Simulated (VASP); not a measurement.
# SrCl2 (Cmmm) in VASP: single point with PBE

Aim: the single point of SrCl2 with PBE.

Program: VASP 6.6.1. These are calculated values, not measurements. Logs are shortened: lines on timing, memory, paths and dates and some standing lists are left out, and cuts for length are marked.

## (1) The cell of the first run

It takes space group Cmmm (No. 65, orthorhombic). The conventional cell has a = 6.789 Å, b = 6.821 Å, c = 3.793 Å, α = 90.00°, β = 90.00°, γ = 90.00°. Within 4.0 Å of Sr (site symmetry mmm) lie 8 Cl at 3.06 Å and 2 Sr at 3.79 Å. Within 4.0 Å of Cl (site symmetry 2/m) lie 4 Sr at 3.06 Å and 6 Cl at 3.39 to 3.79 Å.

## (2) Single point, PBE

Input file INCAR:

```
  PREC = Accurate
  ENCUT = 500
  EDIFF = 1E-6
  ISMEAR = 0
  SIGMA = 0.15
  LREAL = False
  LASPH = True
  NELM = 120
  ALGO = Normal
  ISIF = 2
  LWAVE = False
  LCHARG = False
  GGA = PE
  NBANDS = 19
  GGA_COMPAT = False
```

Input file KPOINTS:

```
regular mesh
0
Gamma
  4 4 3
```

Input file POSCAR:

```
SrCl2
1.0
    3.3943677900     -3.4106026548      0.0000000000
    3.3943677900      3.4106026548      0.0000000000
    0.0000000000      0.0000000000      3.7928274284
Sr Cl
1 2
Direct
    0.0000000000      0.0000000000      0.5000000000
    0.0000000000      0.5000000000      0.0000000000
    0.5000000000      0.0000000000      0.0000000000
```

Potentials or basis: VASP PAW PBE potentials, release 64 (Sr_sv, Cl).

Launch:

```bash
$ cat potpaw_PBE.64/Sr_sv/POTCAR potpaw_PBE.64/Cl/POTCAR > POTCAR
$ mpirun -np 1 vasp_std > vasp.out
```

OUTCAR:

```text
PREC = Accurate
   ENCUT = 500
   EDIFF = 1E-6
   ISMEAR = 0
   LREAL = False
   LASPH = True
   NELM = 120
   ISIF = 2
   GGA = PE

 ion  position               nearest neighbor table
   1  0.000  0.000  0.500-   2 3.06   3 3.06   2 3.06   3 3.06   2 3.06   2 3.06   3 3.06   3 3.06

   2  0.000  0.500  0.000-   1 3.06   1 3.06   1 3.06   1 3.06
   3  0.500  0.000  0.000-   1 3.06   1 3.06   1 3.06   1 3.06

  LATTYP: Found a base centered orthorhombic cell.
 ALAT       =     6.7887355800
 B/A-ratio  =     1.0047828832
 C/A-ratio  =     0.5586942345

  Lattice vectors:

 A1 = (   3.3943677900,  -3.4106026548,   0.0000000000)
 A2 = (   3.3943677900,   3.4106026548,   0.0000000000)
 A3 = (   0.0000000000,   0.0000000000,   3.7928274284)

Analysis of symmetry for initial positions (statically):
=====================================================================
 Subroutine PRICEL returns:
 Original cell was already a primitive cell.

 Routine SETGRP: Setting up the symmetry group for a
 base centered orthorhombic supercell.

 Subroutine GETGRP returns: Found  8 space group operations
 (whereof  8 operations were pure point group operations)
 out of a pool of  8 trial point group operations.

The static configuration has the point symmetry D_2h.

Analysis of symmetry for dynamics (positions and initial velocities):
=====================================================================
 Subroutine PRICEL returns:
 Original cell was already a primitive cell.

 Routine SETGRP: Setting up the symmetry group for a
 base centered orthorhombic supercell.

 Subroutine GETGRP returns: Found  8 space group operations
 (whereof  8 operations were pure point group operations)
 out of a pool of  8 trial point group operations.

The dynamic configuration has the point symmetry D_2h.

 Subroutine INISYM returns: Found  8 space group operations
 (whereof  8 operations are pure point group operations),
 and found     1 'primitive' translations

----------------------------------------------------------------------------------------

                                     Primitive cell

[... 73 lines left out ...]
   ISTART =      0    job   : 0-new  1-cont  2-samecut
   ICHARG =      2    charge: 1-file 2-atom 10-const
   ISPIN  =      1    spin polarized calculation?
   LNONCOLLINEAR =      F non collinear calculations
   LSORBIT =      F    spin-orbit coupling
   LASPH  =      T    aspherical Exc in radial PAW
   ENCUT  =  500.0 eV  36.75 Ry    6.06 a.u.   8.77  8.77  6.92*2*pi/ulx,y,z
   NELM   =    120;   NELMIN=  2; NELMDL= -5     # of ELM steps
   EDIFF  = 0.1E-05   stopping-criterion for ELM
   LREAL  =      F    real-space projection
   EDIFFG = 0.1E-04   stopping-criterion for IOM
   NSW    =      0    number of steps for IOM
   IBRION =     -1    ionic relax: 0-MD 1-quasi-New 2-CG
   NFREE  =      0    steps in history (QN), initial steepest desc. (CG)
   ISIF   =      2    stress and relaxation
   ISYM   =      2    0-nonsym 1-usesym 2-fastsym
   POTIM  = 0.5000    time-step for ionic-motion
   TEBEG  =    0.0;   TEEND  =   0.0 temperature during run
   PSTRESS=    0.0 pullay stress
   NELECT =      24.0000    total number of electrons
   NUPDOWN=      -1.0000    fix difference up-down
   EMIN   =  10.00;   EMAX   =-10.00  energy-range for DOS
   EFERMI =   0.00;   METHOD = LEGACY
   ISMEAR =     0;   SIGMA  =   0.15  broadening in eV -4-tet -1-fermi 0-gaus
   EFERMI_NEDOS =   21; number of points for ismear=-14 and -15
   IALGO  =     38    algorithm
   IMIX   =      4    mixing-type and parameters
     AMIX     =   0.40;   BMIX     =  1.00
     AMIX_MAG =   1.60;   BMIX_MAG =  1.00
  volume/ion in A,a.u.               =      29.27       197.54
  Fermi-wavevector in a.u.,A,eV,Ry     =   1.062391  2.007627 15.356539  1.128674
  Thomas-Fermi vector in A             =   2.197840
   LORBIT       =      0    0 simple, 1 ext, 2 COOP (PROOUT), +10 PAW based schemes
   GGA     = PE    functional components
   LHFCALC =     F    Hartree Fock is set to
   AEXX    =    0.0000 exact exchange contribution
   IVDW    =     0    specifies the selected vdW correction
   LEPSILON=     F    determine dielectric tensor
   LRPA    =     F    only Hartree local field effects (RPA)
 non-spin polarized calculation
 Gauss-broadening in eV      SIGMA  =   0.15
  energy-cutoff  :      500.00
  volume of cell :       87.82
 maximum number of plane-waves:      2258
   NGX = 17   NGY = 17   NGZ = 13

 number of electron      24.0000000 magnetization

 Free energy of the ion-electron system (eV)
  ---------------------------------------------------
  ext. energy  EPLUGINS =         0.00000000
  ---------------------------------------------------
  free energy    TOTEN  =       -12.29088542 eV

  energy without entropy =      -12.29088542  energy(sigma->0) =      -12.29088542

 E-fermi :   1.2369     XC(G=0):  -8.1346

 val. band max:        0.5993724897   @ k =   0.5000   0.5000   0.3333
 cond. band min:       3.6194727793   @ k =   0.0000   0.0000   0.0000
 fundamental gap:      3.0201002896
 Fermi energy:         1.2369367209

 k-point     1 :       0.0000    0.0000    0.0000
  band No.  band energies     occupation
      1     -33.4591      2.00000
      2     -15.4341      2.00000
      3     -15.4332      2.00000
      4     -15.3449      2.00000
      5     -13.2727      2.00000
      6     -12.5982      2.00000
[... 285 lines left out ...]
      6     -12.7380      2.00000
[... 11 lines left out ...]
     18       8.3668      0.00000
     19      11.0926      0.00000

------------------------ aborting loop because EDIFF is reached ----------------------------------------

  FORCE on cell =-STRESS in cart. coord.  units (eV):
  Direction    XX          YY          ZZ          XY          YZ          ZX
  --------------------------------------------------------------------------------------
  -------------------------------------------------------------------------------------
  Total        0.1613786      0.0268398      0.0647373      0.0000000      0.0000000      0.0000000
  in kB        2.9442406      0.4896743      1.1810876      0.0000000      0.0000000      0.0000000
  external PRESSURE =       1.5383342 kB  Pullay stress =       0.0000000 kB

 VOLUME and BASIS-vectors are now :
 -----------------------------------------------------------------------------
  energy-cutoff  :      500.00
  volume of cell :       87.82
      direct lattice vectors                 reciprocal lattice vectors
     3.394367790 -3.410602655  0.000000000     0.147302835 -0.146601657  0.000000000
     3.394367790  3.410602655  0.000000000     0.147302835  0.146601657  0.000000000
     0.000000000  0.000000000  3.792827428     0.000000000  0.000000000  0.263655550

 POSITION                                       TOTAL-FORCE (eV/Angst)
 -----------------------------------------------------------------------------------
      0.00000      0.00000      1.89641         0.000000     -0.000000      0.000000
      1.69718      1.70530      0.00000         0.000000      0.000000      0.000000
      1.69718     -1.70530      0.00000         0.000000      0.000000      0.000000
 -----------------------------------------------------------------------------------
    total drift:                                0.000000     -0.000000     -0.000000

  FREE ENERGIE OF THE ION-ELECTRON SYSTEM (eV)
  ---------------------------------------------------
  free  energy   TOTEN  =       -12.2908854246 eV

  energy  without entropy=      -12.2908854245  energy(sigma->0) =      -12.29088542
```

OSZICAR:

```text
N       E                     dE             d eps       ncg     rms          rms(c)
DAV:   1     0.140236445287E+03    0.14024E+03   -0.11200E+04   532   0.107E+03
DAV:   2    -0.208587338627E+01   -0.14232E+03   -0.13887E+03   695   0.228E+02
DAV:   3    -0.124724556645E+02   -0.10387E+02   -0.10357E+02   893   0.586E+01
DAV:   4    -0.126156358694E+02   -0.14318E+00   -0.14290E+00   764   0.661E+00
DAV:   5    -0.126212589792E+02   -0.56231E-02   -0.56228E-02   777   0.882E-01    0.117E+01
DAV:   6    -0.122832916036E+02    0.33797E+00   -0.64302E-01   640   0.453E+00    0.772E+00
DAV:   7    -0.122843325847E+02   -0.10410E-02   -0.38149E-01   731   0.374E+00    0.223E+00
DAV:   8    -0.122890403360E+02   -0.47078E-02   -0.60898E-02   619   0.136E+00    0.430E-01
DAV:   9    -0.122897850436E+02   -0.74471E-03   -0.19202E-03   699   0.260E-01    0.175E-01
DAV:  10    -0.122907906042E+02   -0.10056E-02   -0.72119E-04   568   0.160E-01    0.358E-02
DAV:  11    -0.122908586572E+02   -0.68053E-04   -0.37659E-05   695   0.348E-02    0.359E-02
DAV:  12    -0.122908859403E+02   -0.27283E-04   -0.41903E-05   555   0.317E-02    0.194E-02
DAV:  13    -0.122908854246E+02    0.51573E-06   -0.97461E-07   593   0.598E-03
   1 F= -.12290885E+02 E0= -.12290885E+02  d E =-.504318E-10
```

Wall time 16 s (1 thread of Intel Xeon Platinum 8259CL at 2.50GHz (Skylake/Cascade Lake), shared host); peak memory 0.19 GiB.

Results:

- Free energy: -12.2909 eV
- Pressure: 0.2 GPa
- Band gap on the k mesh: 3.02 eV, indirect (least direct gap 3.64 eV)

Levels at points of the mesh, in eV from the valence-band top:
| k point | band 9 | band 10 | band 11 | band 12 | band 13 | band 14 | band 15 | band 16 |
| --- | --- | --- | --- | --- | --- | --- | --- | --- |
| (0.00, 0.00, 0.00) | -1.45 | -0.99 | -0.66 | -0.62 | 3.02 | 4.36 | 5.58 | 5.61 |
| (0.50, 0.00, 0.00) | -1.55 | -1.53 | -1.51 | -1.22 | 4.30 | 5.43 | 6.27 | 6.42 |
| (0.50, 0.50, 0.00) | -1.51 | -1.50 | -1.15 | -0.08 | 5.33 | 6.45 | 7.68 | 7.70 |

Caveat: the k points lie up to 0.55 Å⁻¹ apart.
